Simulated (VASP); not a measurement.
# Au4I (P-43m) in VASP: further runs

The runs below take Au4I through single point, relaxation of cell and atoms, with PBE.

All numbers are computed with VASP 6.6.1; they aren't measurements. Logs are shortened: lines on timing, memory, paths and dates and some standing lists are left out, and cuts for length are marked.

### 1 The cell of the first run

It takes space group P-43m (No. 215, cubic). The conventional cell has a = 5.034 Å, b = 5.034 Å, c = 5.034 Å, α = 90.00°, β = 90.00°, γ = 90.00°. Au (site symmetry 3m) has 1 I at 2.68 Å and 3 Au at 2.75 Å within 3.5 Å. Within 3.5 Å of I (site symmetry -43m) lie 4 Au at 2.68 Å.

### 2 Single point, PBE

INCAR reads:

```
SYSTEM = Au4I
  ALGO = Normal
  EDIFF = 1E-6
  ENCUT = 520
  GGA = PE
  ISIF = 2
  ISMEAR = 0
  LASPH = .TRUE.
  LCHARG = .FALSE.
  LREAL = .FALSE.
  LWAVE = .FALSE.
  NBANDS = 34
  NELM = 100
  PREC = Accurate
  SIGMA = 0.1
```

KPOINTS reads:

```
k-points
0
G
  8 8 8
  0 0 0
```

POSCAR reads:

```
Au4I
1.0
    5.0336628267      0.0000000000      0.0000000000
    0.0000000000      5.0336628267      0.0000000000
    0.0000000000      0.0000000000      5.0336628267
Au I
4 1
Direct
    0.3068911521      0.3068911521      0.3068911521
    0.6931088479      0.6931088479      0.3068911521
    0.6931088479      0.3068911521      0.6931088479
    0.3068911521      0.6931088479      0.6931088479
    0.0000000000      0.0000000000      0.0000000000
```

Potentials or basis: VASP PAW PBE potentials, release 64 (Au, I).

On the command line:

```sh
> cat potpaw_PBE.64/Au/POTCAR potpaw_PBE.64/I/POTCAR > POTCAR
> mpirun -np 1 vasp_std > vasp.out
```

OUTCAR:

```text
SYSTEM = Au4I
   EDIFF = 1E-6
   ENCUT = 520
   GGA = PE
   ISIF = 2
   ISMEAR = 0
   LASPH = .TRUE.
   LREAL = .FALSE.
   NELM = 100
   PREC = Accurate

 ion  position               nearest neighbor table
   1  0.307  0.307  0.307-   5 2.68   3 2.75   4 2.75   2 2.75
   2  0.693  0.693  0.307-   5 2.68   3 2.75   4 2.75   1 2.75
   3  0.693  0.307  0.693-   5 2.68   2 2.75   4 2.75   1 2.75
   4  0.307  0.693  0.693-   5 2.68   2 2.75   3 2.75   1 2.75
   5  0.000  0.000  0.000-   1 2.68   2 2.68   3 2.68   4 2.68

  LATTYP: Found a simple cubic cell.
 ALAT       =     5.0336628267

  Lattice vectors:

 A1 = (   5.0336628267,   0.0000000000,   0.0000000000)
 A2 = (   0.0000000000,   5.0336628267,   0.0000000000)
 A3 = (   0.0000000000,   0.0000000000,   5.0336628267)

Analysis of symmetry for initial positions (statically):
=====================================================================
 Subroutine PRICEL returns:
 Original cell was already a primitive cell.

 Routine SETGRP: Setting up the symmetry group for a
 simple cubic supercell.

 Subroutine GETGRP returns: Found 24 space group operations
 (whereof 24 operations were pure point group operations)
 out of a pool of 48 trial point group operations.

The static configuration has the point symmetry T_d .

Analysis of symmetry for dynamics (positions and initial velocities):
=====================================================================
 Subroutine PRICEL returns:
 Original cell was already a primitive cell.

 Routine SETGRP: Setting up the symmetry group for a
 simple cubic supercell.

 Subroutine GETGRP returns: Found 24 space group operations
 (whereof 24 operations were pure point group operations)
 out of a pool of 48 trial point group operations.

The dynamic configuration has the point symmetry T_d .

 Subroutine INISYM returns: Found 24 space group operations
 (whereof 24 operations are pure point group operations),
 and found     1 'primitive' translations

----------------------------------------------------------------------------------------

                                     Primitive cell

  volume of cell :     127.5417

  direct lattice vectors                    reciprocal lattice vectors
     5.033662827  0.000000000  0.000000000     0.198662492  0.000000000  0.000000000
     0.000000000  5.033662827  0.000000000     0.000000000  0.198662492  0.000000000
     0.000000000  0.000000000  5.033662827     0.000000000  0.000000000  0.198662492

  length of vectors
     5.033662827  5.033662827  5.033662827     0.198662492  0.198662492  0.198662492

  position of ions in fractional coordinates (direct lattice)
     0.306891152  0.306891152  0.306891152
     0.693108848  0.693108848  0.306891152
     0.693108848  0.306891152  0.693108848
     0.306891152  0.693108848  0.693108848
     0.000000000  0.000000000  0.000000000

  ion indices of the primitive-cell ions
   primitive index   ion index
                 1           1
                 2           2
                 3           3
                 4           4
                 5           5

----------------------------------------------------------------------------------------

 KPOINTS: k-points

Automatic generation of k-mesh.
 Grid dimensions read from file:
 generate k-points for:    8    8    8

 Generating k-lattice:

  Cartesian coordinates                     Fractional coordinates (reciprocal lattice)
     0.024832811  0.000000000  0.000000000     0.125000000  0.000000000  0.000000000
     0.000000000  0.024832811  0.000000000     0.000000000  0.125000000  0.000000000
     0.000000000  0.000000000  0.024832811     0.000000000  0.000000000  0.125000000

  Length of vectors
     0.024832811  0.024832811  0.024832811

  Shift w.r.t. Gamma in fractional coordinates (k-lattice)
     0.000000000  0.000000000  0.000000000

 Subroutine IBZKPT returns following result:
 ===========================================

 Found     35 irreducible k-points:

 Following reciprocal coordinates:
            Coordinates               Weight
  0.000000  0.000000  0.000000      1.000000
  0.125000  0.000000  0.000000      6.000000
  0.250000  0.000000  0.000000      6.000000
  0.375000  0.000000  0.000000      6.000000
  0.500000  0.000000  0.000000      3.000000
  0.125000  0.125000  0.000000     12.000000
[... 16 lines left out ...]
  0.375000  0.375000  0.125000     24.000000
  0.500000  0.375000  0.125000     24.000000
 [... further k-points ...]
   k-points           NKPTS =     35   k-points in BZ     NKDIM =     35   number of bands    NBANDS=     34
   number of dos      NEDOS =    301   number of ions     NIONS =      5
   total plane-waves  NPLWV =  64000
   dimension x,y,z NGX =    40 NGY =   40 NGZ =   40
   dimension x,y,z NGXF=    80 NGYF=   80 NGZF=   80
   ions per type =               4   1
   NGX,Y,Z   is equivalent  to a cutoff of  13.21, 13.21, 13.21 a.u.
   NGXF,Y,Z  is equivalent  to a cutoff of  26.42, 26.42, 26.42 a.u.
 SYSTEM =  Au4I
   PREC   = accura    normal or accurate (medium, high low for compatibility)
   ISTART =      0    job   : 0-new  1-cont  2-samecut
   ICHARG =      2    charge: 1-file 2-atom 10-const
   ISPIN  =      1    spin polarized calculation?
   LNONCOLLINEAR =      F non collinear calculations
   LSORBIT =      F    spin-orbit coupling
   LASPH  =      T    aspherical Exc in radial PAW
   ENCUT  =  520.0 eV  38.22 Ry    6.18 a.u.   9.36  9.36  9.36*2*pi/ulx,y,z
   NELM   =    100;   NELMIN=  2; NELMDL= -5     # of ELM steps
   EDIFF  = 0.1E-05   stopping-criterion for ELM
   LREAL  =      F    real-space projection
   EDIFFG = 0.1E-04   stopping-criterion for IOM
   NSW    =      0    number of steps for IOM
   IBRION =     -1    ionic relax: 0-MD 1-quasi-New 2-CG
   NFREE  =      0    steps in history (QN), initial steepest desc. (CG)
   ISIF   =      2    stress and relaxation
   ISYM   =      2    0-nonsym 1-usesym 2-fastsym
   POTIM  = 0.5000    time-step for ionic-motion
   TEBEG  =    0.0;   TEEND  =   0.0 temperature during run
   PSTRESS=    0.0 pullay stress
   NELECT =      51.0000    total number of electrons
   NUPDOWN=      -1.0000    fix difference up-down
   EMIN   =  10.00;   EMAX   =-10.00  energy-range for DOS
   EFERMI =   0.00;   METHOD = LEGACY
   ISMEAR =     0;   SIGMA  =   0.10  broadening in eV -4-tet -1-fermi 0-gaus
   EFERMI_NEDOS =   21; number of points for ismear=-14 and -15
   IALGO  =     38    algorithm
   IMIX   =      4    mixing-type and parameters
     AMIX     =   0.40;   BMIX     =  1.00
     AMIX_MAG =   1.60;   BMIX_MAG =  1.00
  volume/ion in A,a.u.               =      25.51       172.14
  Fermi-wavevector in a.u.,A,eV,Ry     =   1.206093  2.279185 19.791853  1.454660
  Thomas-Fermi vector in A             =   2.341770
   LORBIT       =      0    0 simple, 1 ext, 2 COOP (PROOUT), +10 PAW based schemes
   GGA     = PE    functional components
   LHFCALC =     F    Hartree Fock is set to
   AEXX    =    0.0000 exact exchange contribution
   IVDW    =     0    specifies the selected vdW correction
   LEPSILON=     F    determine dielectric tensor
   LRPA    =     F    only Hartree local field effects (RPA)
 non-spin polarized calculation
 Gauss-broadening in eV      SIGMA  =   0.10
  energy-cutoff  :      520.00
  volume of cell :      127.54
 maximum number of plane-waves:      3468
 NGX is ok and might be reduce to    40
   NGX = 19   NGY = 19   NGZ = 19

 number of electron      50.9999992 magnetization

 Free energy of the ion-electron system (eV)
  ---------------------------------------------------
  ext. energy  EPLUGINS =         0.00000000
  ---------------------------------------------------
  free energy    TOTEN  =       -12.79190009 eV

  energy without entropy =      -12.77918282  energy(sigma->0) =      -12.78554146

 E-fermi :   6.0408     XC(G=0): -10.2553

 val. band max:        6.0396549760   @ k =   0.2500   0.0000   0.0000
 cond. band min:       6.0672572442   @ k =   0.5000   0.3750   0.3750
 fundamental gap:      0.0276022682
 Fermi energy:         6.0407966703

 k-point     1 :       0.0000    0.0000    0.0000
  band No.  band energies     occupation
      1      -9.0024      2.00000
      2      -0.5963      2.00000
      3      -0.5963      2.00000
      4      -0.5963      2.00000
      5      -0.3964      2.00000
      6       0.4673      2.00000
[... 26 lines left out ...]
     33      13.2724      0.00000
     34      13.2726      0.00000

 k-point     2 :       0.1250    0.0000    0.0000
  band No.  band energies     occupation
      1      -8.9894      2.00000
      2      -1.0555      2.00000
      3      -0.5386      2.00000
      4      -0.5386      2.00000
      5       0.0256      2.00000
      6       0.5215      2.00000
[... 26 lines left out ...]
     33      12.5062      0.00000
     34      12.8453      0.00000

 k-point     3 :       0.2500    0.0000    0.0000
  band No.  band energies     occupation
      1      -8.9575      2.00000
      2      -1.5235      2.00000
      3      -0.3750      2.00000
      4      -0.3750      2.00000
      5       0.3492      2.00000
      6       0.7076      2.00000
[... 26 lines left out ...]
     33      12.0200      0.00000
     34      12.0200      0.00000

 k-point     4 :       0.3750    0.0000    0.0000
  band No.  band energies     occupation
      1      -8.9248      2.00000
      2      -1.8394      2.00000
      3      -0.1452      2.00000
      4      -0.1452      2.00000
      5       0.5370      2.00000
      6       0.8526      2.00000
[... 26 lines left out ...]
     33      11.8805      0.00000
     34      11.8805      0.00000

 k-point     5 :       0.5000    0.0000    0.0000
  band No.  band energies     occupation
      1      -8.9111      2.00000
      2      -1.9509      2.00000
      3       0.0012      2.00000
      4       0.0012      2.00000
      5       0.6456      2.00000
      6       0.7299      2.00000
[... 621 lines left out ...]
 k-point    22 :       0.5000    0.2500    0.1250
  band No.  band energies     occupation
      1      -8.8872      2.00000
      2      -1.6950      2.00000
      3      -0.3911      2.00000
      4      -0.2501      2.00000
      5       0.6583      2.00000
      6       0.8456      2.00000
[... 26 lines left out ...]
     33      12.4189      0.00000
     34      12.7999      0.00000

 k-point    23 :       0.3750    0.3750    0.1250
  band No.  band energies     occupation
      1      -8.8808      2.00000
      2      -1.5614      2.00000
      3      -0.4869      2.00000
      4      -0.3724      2.00000
      5       0.6343      2.00000
      6       0.9013      2.00000
[... 26 lines left out ...]
     33      13.0408      0.00000
     34      13.0948      0.00000

 k-point    24 :       0.5000    0.3750    0.1250
  band No.  band energies     occupation
      1      -8.8744      2.00000
      2      -1.5261      2.00000
      3      -0.4735      2.00000
      4      -0.4211      2.00000
      5       0.6299      2.00000
      6       0.9357      2.00000
[... 26 lines left out ...]
     33      13.2469      0.00000
     34      13.3830      0.00000

 [... further k-points ...]

------------------------ aborting loop because EDIFF is reached ----------------------------------------

  FORCE on cell =-STRESS in cart. coord.  units (eV):
  Direction    XX          YY          ZZ          XY          YZ          ZX
  --------------------------------------------------------------------------------------
  -------------------------------------------------------------------------------------
  Total       -0.1349885     -0.1349885     -0.1349885     -0.0000000      0.0000000      0.0000000
  in kB       -1.6957231     -1.6957231     -1.6957231     -0.0000000      0.0000000      0.0000000
  external PRESSURE =      -1.6957231 kB  Pullay stress =       0.0000000 kB

 VOLUME and BASIS-vectors are now :
 -----------------------------------------------------------------------------
  energy-cutoff  :      520.00
  volume of cell :      127.54
      direct lattice vectors                 reciprocal lattice vectors
     5.033662827  0.000000000  0.000000000     0.198662492  0.000000000  0.000000000
     0.000000000  5.033662827  0.000000000     0.000000000  0.198662492  0.000000000
     0.000000000  0.000000000  5.033662827     0.000000000  0.000000000  0.198662492

 POSITION                                       TOTAL-FORCE (eV/Angst)
 -----------------------------------------------------------------------------------
      1.54479      1.54479      1.54479        -0.001018     -0.001018     -0.001018
      3.48888      3.48888      1.54479         0.001018      0.001018     -0.001018
      3.48888      1.54479      3.48888         0.001018     -0.001018      0.001018
      1.54479      3.48888      3.48888        -0.001018      0.001018      0.001018
      0.00000      0.00000      0.00000         0.000000      0.000000     -0.000000
 -----------------------------------------------------------------------------------
    total drift:                                0.000000      0.000000      0.000000

  FREE ENERGIE OF THE ION-ELECTRON SYSTEM (eV)
  ---------------------------------------------------
  free  energy   TOTEN  =       -12.7919000912 eV

  energy  without entropy=      -12.7791828193  energy(sigma->0) =      -12.78554146
```

Run time: 78 s. Hardware: 1 thread of Intel Xeon 6975P-C (Granite Rapids), shared host; peak memory 0.3 GiB.

Results:

```yaml
Free_energy: -12.7919 eV
Pressure: -0.2 GPa
```

Levels at points of the mesh, in eV from the Fermi level:
```csv
k point,band 21,band 22,band 23,band 24,band 25,band 26,band 27,band 28,band 29,band 30
"(0.00, 0.00, 0.00)",-2.64,-2.64,-2.22,-2.22,-2.22,1.10,1.10,2.12,2.12,2.12
"(0.50, 0.00, 0.00)",-2.91,-2.63,-2.63,-1.94,-1.94,-1.30,2.30,2.30,3.14,4.12
"(0.50, 0.50, 0.00)",-2.96,-2.62,-2.58,-2.46,-2.46,1.60,1.60,1.64,3.01,3.34
"(0.50, 0.50, 0.50)",-2.65,-2.47,-2.45,-2.45,-2.45,-1.28,-1.28,-1.28,4.59,4.59
```

Caveat: spin-orbit coupling is left out, which moves the levels of the heavy elements; an odd number of electrons without spin polarisation forces a metal; a magnetic or distorted state may lie lower.

### 3 Relaxation of cell and atoms, PBE

This run uses another cell than the first one, of 25.69 Å³/atom, 1.007 times its volume.

INCAR reads:

```
PREC = Accurate
ENCUT = 600
EDIFF = 1E-6
ISMEAR = 0
SIGMA = 0.1
LREAL = F
LASPH = T
NELM = 100
ALGO = Normal
ISIF = 3
LWAVE = F
LCHARG = F
GGA = PE
IBRION = 2
NSW = 100
EDIFFG = -0.01
```

KPOINTS reads:

```
Automatic mesh
0
Gamma
  8 8 8
```

POSCAR reads:

```
Au4I
1.0
    5.0455993883      0.0000000000      0.0000000000
    0.0000000000      5.0455993883      0.0000000000
    0.0000000000      0.0000000000      5.0455993883
Au I
4 1
Direct
    0.3069648333      0.3069648333      0.3069648333
    0.6930351667      0.6930351667      0.3069648333
    0.6930351667      0.3069648333      0.6930351667
    0.3069648333      0.6930351667      0.6930351667
    0.0000000000      0.0000000000      0.0000000000
```

Potentials or basis: VASP PAW PBE potentials, release 64 (Au, I).

On the command line:

```sh
> cat potpaw_PBE.64/Au/POTCAR potpaw_PBE.64/I/POTCAR > POTCAR
> mpirun -np 1 vasp_std > vasp.out
```

Wall time 3.7 min (1 thread of Intel Xeon 6975P-C (Granite Rapids), shared host); peak memory 0.34 GiB.

The run converged. Its results:

- Free energy: -12.7925 eV
- Relaxed volume: 25.46 Å³/atom
- Relaxed cell: a = 5.031 Å, b = 5.031 Å, c = 5.031 Å, α = 90.00°, β = 90.00°, γ = 90.00°
- Space group after relaxing (to 0.05 Å): P-43m (No. 215)
- Energy gained by relaxing: 0.4 meV/atom
- Ionic steps: 5
- Pressure after relaxing: 0.0 GPa
- Largest force after relaxing: 0.007 eV/Å

Forces on the atoms (eV/Å):
```
Au  -0.004 -0.004 -0.004
Au   0.004  0.004 -0.004
Au   0.004 -0.004  0.004
Au  -0.004  0.004  0.004
I    0.000  0.000  0.000
```

The path:
```
step  energy change (eV)  largest force (eV/Å)  pressure (GPa)  volume (Å³)
   1              0.0000                0.0239           -0.54       128.45
   2             -0.0012                0.0724            0.29       126.85
   3             -0.0018                0.0377           -0.01       127.42
   4             -0.0018                0.0362           -0.02       127.44
   5             -0.0019                0.0072           -0.02       127.32
```

Final structure:
```
CELL_PARAMETERS angstrom
5.03075 0.00000 0.00000
0.00000 5.03075 0.00000
0.00000 0.00000 5.03075
ATOMIC_POSITIONS crystal
Au 0.30687 0.30687 0.30687
Au 0.69313 0.69313 0.30687
Au 0.69313 0.30687 0.69313
Au 0.30687 0.69313 0.69313
I 0.00000 0.00000 0.00000
```

Levels at points of the mesh, in eV from the Fermi level:
| k point | band 21 | band 22 | band 23 | band 24 | band 25 | band 26 | band 27 | band 28 | band 29 | band 30 |
| --- | --- | --- | --- | --- | --- | --- | --- | --- | --- | --- |
| (0.00, 0.00, 0.00) | -2.65 | -2.65 | -2.22 | -2.22 | -2.22 | 1.09 | 1.09 | 2.13 | 2.13 | 2.13 |
| (0.50, 0.00, 0.00) | -2.91 | -2.63 | -2.63 | -1.95 | -1.95 | -1.30 | 2.30 | 2.30 | 3.14 | 4.12 |
| (0.50, 0.50, 0.00) | -2.96 | -2.62 | -2.58 | -2.47 | -2.47 | 1.60 | 1.60 | 1.64 | 3.01 | 3.34 |
| (0.50, 0.50, 0.50) | -2.66 | -2.47 | -2.45 | -2.45 | -2.45 | -1.29 | -1.29 | -1.29 | 4.60 | 4.60 |

Caveat: spin-orbit coupling is left out, which moves the levels of the heavy elements; an odd number of electrons without spin polarisation forces a metal; a magnetic or distorted state may lie lower.

(Continued in part 2 of 2.)
